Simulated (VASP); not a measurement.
Runs of VASP 6.6.1 on Ba. The structure is that of space group Fd-3m (No. 227), or close to it. The cells are those of the table. This isn't the form of Ba at room conditions, which is bcc.

```tsv
cell	gap on the mesh (eV)	pressure (GPa)
a = 4.508 Å, angles 60.0°, 2 atoms	none	35.3
a = 4.842 Å, angles 60.0°, 2 atoms	none	12.1
a = 5.366 Å, angles 60.0°, 2 atoms	none	(a)
a = 4.641 Å, angles 60.0°, 2 atoms	none	23.6
```

Alike in all rows: task single point; level r2SCAN; potentials or basis VASP PAW PBE potentials, release 64 (Ba_sv); no spin polarisation; k mesh 5 × 5 × 5; cutoff (eV) 520; smearing gaussian 0.1 eV.

Question: Fill in the values left out.

Answer: (a) 0.5.

Caveats: the PAW data sets were made with another functional, which shifts forces and pressure a little; spin-orbit coupling is left out, which moves the levels of the heavy elements; the cell stands under pressure (at least some runs).

A k mesh can miss the band edges, and the runs leave out spin-orbit coupling on Ba.

A gap of «none» marks levels without a gap at the run's occupations.
